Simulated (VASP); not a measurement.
# GeW3 (P6_3/mmc) in VASP: single point with PBE

Aim: the single point of GeW3 with PBE.

All numbers are computed with VASP 6.6.1; they aren't measurements. Logs are shortened: lines on timing, memory, paths and dates and some standing lists are left out, and cuts for length are marked.

## 1. The cell of the first run

The structure is hexagonal, space group P6_3/mmc (No. 194). Conventional cell: a = 5.574 Å, b = 5.574 Å, c = 4.684 Å, α = 90.00°, β = 90.00°, γ = 120.00°. Ge (site symmetry -6m2) has 12 W at 2.79 to 2.86 Å within 3.7 Å. W (site symmetry mm2) has 8 W at 2.74 to 2.84 Å and 4 Ge at 2.79 to 2.86 Å within 3.6 Å.

## 2. Single point, PBE

INCAR reads:

```
PREC = Accurate
ENCUT = 520
EDIFF = 1E-7
ISMEAR = 0
SIGMA = 0.1
LREAL = F
LASPH = T
NELM = 100
ALGO = Fast
ISIF = 2
LWAVE = F
LCHARG = F
GGA = PE
NBANDS = 66
```

KPOINTS reads:

```
Automatic mesh
0
Gamma
  12 12 8
```

POSCAR reads:

```
GeW3
1.0
    5.5742080861      0.0000000000      0.0000000000
   -2.7871040431      4.8274058085      0.0000000000
    0.0000000000      0.0000000000      4.6840128319
Ge W
2 6
Direct
    0.3333333333      0.6666666667      0.2500000000
    0.6666666667      0.3333333333      0.7500000000
    0.8364129626      0.6728259252      0.2500000000
    0.1635870374      0.8364129626      0.7500000000
    0.3271740748      0.1635870374      0.2500000000
    0.1635870374      0.3271740748      0.7500000000
    0.8364129626      0.1635870374      0.2500000000
    0.6728259252      0.8364129626      0.7500000000
```

Potentials or basis: VASP PAW PBE potentials, release 64 (Ge_d, W_sv).

Run with:

```console
> cat potpaw_PBE.64/Ge_d/POTCAR potpaw_PBE.64/W_sv/POTCAR > POTCAR
> mpirun -np 1 vasp_std > vasp.out
```

OUTCAR:

```text
PREC = Accurate
   ENCUT = 520
   EDIFF = 1E-7
   ISMEAR = 0
   LREAL = F
   LASPH = T
   NELM = 100
   ISIF = 2
   GGA = PE

 ion  position               nearest neighbor table
   1  0.333  0.667  0.250-   5 2.79   3 2.79   7 2.79   7 2.79   5 2.79   3 2.79   4 2.86   4 2.86
                             6 2.86   6 2.86   8 2.86   8 2.86
   2  0.667  0.333  0.750-   8 2.79   6 2.79   4 2.79   4 2.79   8 2.79   6 2.79   7 2.86   7 2.86
                             3 2.86   3 2.86   5 2.86   5 2.86
   3  0.836  0.673  0.250-   5 2.74   7 2.74   1 2.79   1 2.79   4 2.82   4 2.82   8 2.82   8 2.82
                             5 2.84   7 2.84   2 2.86   2 2.86
   4  0.164  0.836  0.750-   6 2.74   8 2.74   2 2.79   2 2.79   5 2.82   5 2.82   3 2.82   3 2.82
                             6 2.84   8 2.84   1 2.86   1 2.86
   5  0.327  0.164  0.250-   3 2.74   7 2.74   1 2.79   1 2.79   4 2.82   4 2.82   6 2.82   6 2.82
                             3 2.84   7 2.84   2 2.86   2 2.86
   6  0.164  0.327  0.750-   8 2.74   4 2.74   2 2.79   2 2.79   7 2.82   7 2.82   5 2.82   5 2.82
                             8 2.84   4 2.84   1 2.86   1 2.86
   7  0.836  0.164  0.250-   3 2.74   5 2.74   1 2.79   1 2.79   8 2.82   8 2.82   6 2.82   6 2.82
                             3 2.84   5 2.84   2 2.86   2 2.86
   8  0.673  0.836  0.750-   6 2.74   4 2.74   2 2.79   2 2.79   7 2.82   7 2.82   3 2.82   3 2.82
                             6 2.84   4 2.84   1 2.86   1 2.86

  LATTYP: Found a hexagonal cell.
 ALAT       =     5.5742080861
 C/A-ratio  =     0.8403010364

  Lattice vectors:

 A1 = (   5.5742080861,   0.0000000000,   0.0000000000)
 A2 = (  -2.7871040431,   4.8274058085,   0.0000000000)
 A3 = (   0.0000000000,   0.0000000000,   4.6840128319)

Analysis of symmetry for initial positions (statically):
=====================================================================
 Subroutine PRICEL returns:
 Original cell was already a primitive cell.

 Routine SETGRP: Setting up the symmetry group for a
 hexagonal supercell.

 Subroutine GETGRP returns: Found 24 space group operations
 (whereof 12 operations were pure point group operations)
 out of a pool of 24 trial point group operations.

The static configuration has the point symmetry D_3d.
 The point group associated with its full space group is D_6h.

Analysis of symmetry for dynamics (positions and initial velocities):
=====================================================================
 Subroutine PRICEL returns:
 Original cell was already a primitive cell.

 Routine SETGRP: Setting up the symmetry group for a
 hexagonal supercell.

 Subroutine GETGRP returns: Found 24 space group operations
 (whereof 12 operations were pure point group operations)
 out of a pool of 24 trial point group operations.

The dynamic configuration has the point symmetry D_3d.
 The point group associated with its full space group is D_6h.

 Subroutine INISYM returns: Found 24 space group operations
 (whereof 12 operations are pure point group operations),
 and found     1 'primitive' translations

----------------------------------------------------------------------------------------

                                     Primitive cell

  volume of cell :     126.0419

  direct lattice vectors                    reciprocal lattice vectors
     5.574208086  0.000000000  0.000000000     0.179397680  0.103575299  0.000000000
    -2.787104043  4.827405809  0.000000000     0.000000000  0.207150598  0.000000000
     0.000000000  0.000000000  4.684012832     0.000000000  0.000000000  0.213492156

  length of vectors
     5.574208086  5.574208086  4.684012832     0.207150598  0.207150598  0.213492156

  position of ions in fractional coordinates (direct lattice)
     0.333333333  0.666666667  0.250000000
     0.666666667  0.333333333  0.750000000
     0.836412963  0.672825925  0.250000000
     0.163587037  0.836412963  0.750000000
     0.327174075  0.163587037  0.250000000
     0.163587037  0.327174075  0.750000000
     0.836412963  0.163587037  0.250000000
     0.672825925  0.836412963  0.750000000

  ion indices of the primitive-cell ions
   primitive index   ion index
                 1           1
                 2           2
                 3           3
                 4           4
                 5           5
                 6           6
                 7           7
                 8           8

----------------------------------------------------------------------------------------

 KPOINTS: Automatic mesh

Automatic generation of k-mesh.
 Grid dimensions read from file:
 generate k-points for:   12   12    8

 Generating k-lattice:

  Cartesian coordinates                     Fractional coordinates (reciprocal lattice)
     0.014949807  0.008631275  0.000000000     0.083333333 -0.000000000  0.000000000
     0.000000000  0.017262550  0.000000000     0.000000000  0.083333333  0.000000000
     0.000000000  0.000000000  0.026686520     0.000000000  0.000000000  0.125000000

  Length of vectors
     0.017262550  0.017262550  0.026686520

  Shift w.r.t. Gamma in fractional coordinates (k-lattice)
     0.000000000  0.000000000  0.000000000

 Subroutine IBZKPT returns following result:
 ===========================================

 Found     95 irreducible k-points:

 Following reciprocal coordinates:
            Coordinates               Weight
  0.000000  0.000000  0.000000      1.000000
  0.083333  0.000000  0.000000      6.000000
  0.166667  0.000000  0.000000      6.000000
  0.250000  0.000000  0.000000      6.000000
  0.333333  0.000000  0.000000      6.000000
  0.416667  0.000000  0.000000      6.000000
[... 16 lines left out ...]
  0.250000  0.000000  0.125000     12.000000
  0.333333  0.000000  0.125000     12.000000
 [... further k-points ...]
   k-points           NKPTS =     95   k-points in BZ     NKDIM =     95   number of bands    NBANDS=     66
   number of dos      NEDOS =    301   number of ions     NIONS =      8
   total plane-waves  NPLWV =  63504
   dimension x,y,z NGX =    42 NGY =   42 NGZ =   36
   dimension x,y,z NGXF=    84 NGYF=   84 NGZF=   72
   ions per type =               2   6
   NGX,Y,Z   is equivalent  to a cutoff of  12.53, 12.53, 12.78 a.u.
   NGXF,Y,Z  is equivalent  to a cutoff of  25.05, 25.05, 25.55 a.u.
 SYSTEM =  unknown system
   PREC   = accura    normal or accurate (medium, high low for compatibility)
   ISTART =      0    job   : 0-new  1-cont  2-samecut
   ICHARG =      2    charge: 1-file 2-atom 10-const
   ISPIN  =      1    spin polarized calculation?
   LNONCOLLINEAR =      F non collinear calculations
   LSORBIT =      F    spin-orbit coupling
   LASPH  =      T    aspherical Exc in radial PAW
   ENCUT  =  520.0 eV  38.22 Ry    6.18 a.u.  10.36 10.36  8.71*2*pi/ulx,y,z
   NELM   =    100;   NELMIN=  2; NELMDL= -5     # of ELM steps
   EDIFF  = 0.1E-06   stopping-criterion for ELM
   LREAL  =      F    real-space projection
   EDIFFG = 0.1E-05   stopping-criterion for IOM
   NSW    =      0    number of steps for IOM
   IBRION =     -1    ionic relax: 0-MD 1-quasi-New 2-CG
   NFREE  =      0    steps in history (QN), initial steepest desc. (CG)
   ISIF   =      2    stress and relaxation
   ISYM   =      2    0-nonsym 1-usesym 2-fastsym
   POTIM  = 0.5000    time-step for ionic-motion
   TEBEG  =    0.0;   TEEND  =   0.0 temperature during run
   PSTRESS=    0.0 pullay stress
   NELECT =     112.0000    total number of electrons
   NUPDOWN=      -1.0000    fix difference up-down
   EMIN   =  10.00;   EMAX   =-10.00  energy-range for DOS
   EFERMI =   0.00;   METHOD = LEGACY
   ISMEAR =     0;   SIGMA  =   0.10  broadening in eV -4-tet -1-fermi 0-gaus
   EFERMI_NEDOS =   21; number of points for ismear=-14 and -15
   IALGO  =     68    algorithm
   IMIX   =      4    mixing-type and parameters
     AMIX     =   0.40;   BMIX     =  1.00
     AMIX_MAG =   1.60;   BMIX_MAG =  1.00
  volume/ion in A,a.u.               =      15.76       106.32
  Fermi-wavevector in a.u.,A,eV,Ry     =   1.573895  2.974231 33.703620  2.477146
  Thomas-Fermi vector in A             =   2.675111
   LORBIT       =      0    0 simple, 1 ext, 2 COOP (PROOUT), +10 PAW based schemes
   GGA     = PE    functional components
   LHFCALC =     F    Hartree Fock is set to
   AEXX    =    0.0000 exact exchange contribution
   IVDW    =     0    specifies the selected vdW correction
   LEPSILON=     F    determine dielectric tensor
   LRPA    =     F    only Hartree local field effects (RPA)
 non-spin polarized calculation
 RMM-DIIS sequential band-by-band and
 Gauss-broadening in eV      SIGMA  =   0.10
  energy-cutoff  :      520.00
  volume of cell :      126.04
 maximum number of plane-waves:      3431
 NGX is ok and might be reduce to    42
   NGX = 21   NGY = 21   NGZ = 17

 number of electron     112.0000055 magnetization

 Free energy of the ion-electron system (eV)
  ---------------------------------------------------
  ext. energy  EPLUGINS =         0.00000000
  ---------------------------------------------------
  free energy    TOTEN  =       -84.44203293 eV

  energy without entropy =      -84.42297493  energy(sigma->0) =      -84.43250393

 E-fermi :  11.0512     XC(G=0): -13.3103

 val. band max:       11.0407621164   @ k =   0.1667   0.1667   0.5000
 cond. band min:      11.0524442089   @ k =   0.3333   0.0000   0.3750
 fundamental gap:      0.0116820925
 Fermi energy:        11.0511855039

 k-point     1 :       0.0000    0.0000    0.0000
  band No.  band energies     occupation
      1     -63.1223      2.00000
      2     -63.0412      2.00000
      3     -63.0282      2.00000
      4     -63.0282      2.00000
      5     -62.9885      2.00000
      6     -62.9885      2.00000
[... 58 lines left out ...]
     65      13.5185      0.00000
     66      13.7866      0.00000

 k-point     2 :       0.0833    0.0000    0.0000
  band No.  band energies     occupation
      1     -63.1211      2.00000
      2     -63.0404      2.00000
      3     -63.0294      2.00000
      4     -63.0282      2.00000
      5     -62.9893      2.00000
      6     -62.9885      2.00000
[... 1576 lines left out ...]
     65      13.3488      0.00000
     66      13.8724      0.00000

 [... further k-points ...]

------------------------ aborting loop because EDIFF is reached ----------------------------------------

  FORCE on cell =-STRESS in cart. coord.  units (eV):
  Direction    XX          YY          ZZ          XY          YZ          ZX
  --------------------------------------------------------------------------------------
  -------------------------------------------------------------------------------------
  Total        0.3516077      0.3516077      0.3138122     -0.0000000      0.0000000      0.0000000
  in kB        4.4694477      4.4694477      3.9890126     -0.0000000      0.0000000      0.0000000
  external PRESSURE =       4.3093027 kB  Pullay stress =       0.0000000 kB

 VOLUME and BASIS-vectors are now :
 -----------------------------------------------------------------------------
  energy-cutoff  :      520.00
  volume of cell :      126.04
      direct lattice vectors                 reciprocal lattice vectors
     5.574208086  0.000000000  0.000000000     0.179397680  0.103575299  0.000000000
    -2.787104043  4.827405809  0.000000000     0.000000000  0.207150598  0.000000000
     0.000000000  0.000000000  4.684012832     0.000000000  0.000000000  0.213492156

 POSITION                                       TOTAL-FORCE (eV/Angst)
 -----------------------------------------------------------------------------------
     -0.00000      3.21827      1.17100         0.000000      0.000000      0.000000
      2.78710      1.60914      3.51301        -0.000000      0.000000      0.000000
      2.78710      3.24800      1.17100         0.000000     -0.009017      0.000000
     -1.41930      4.03770      3.51301         0.007809     -0.004509     -0.000000
      1.36780      0.78970      1.17100         0.007809      0.004509      0.000000
     -0.00000      1.57940      3.51301        -0.000000      0.009017     -0.000000
      4.20641      0.78970      1.17100        -0.007809      0.004509      0.000000
      1.41930      4.03770      3.51301        -0.007809     -0.004509     -0.000000
 -----------------------------------------------------------------------------------
    total drift:                               -0.000001      0.000000     -0.000000

  FREE ENERGIE OF THE ION-ELECTRON SYSTEM (eV)
  ---------------------------------------------------
  free  energy   TOTEN  =       -84.4420329257 eV

  energy  without entropy=      -84.4229749328  energy(sigma->0) =      -84.43250393
```

Run time: 28 min. Hardware: 1 thread of Intel Xeon Platinum 8488C (Sapphire Rapids), shared host; peak memory 0.65 GiB.

Results:

- Free energy: -84.4420 eV
- Pressure: 0.4 GPa
- Largest force: 0.009 eV/Å
- Band gap on the k mesh: zero (bands 56 and 57 overlap by 1.38 eV)

Forces in eV/Å, atoms in the order of the input:
```
Ge   0.000  0.000  0.000
Ge   0.000  0.000  0.000
W    0.000 -0.009  0.000
W    0.008 -0.005  0.000
W    0.008  0.005  0.000
W    0.000  0.009  0.000
W   -0.008  0.005  0.000
W   -0.008 -0.005  0.000
```

Caveat: spin-orbit coupling is left out, which moves the levels of the heavy elements.
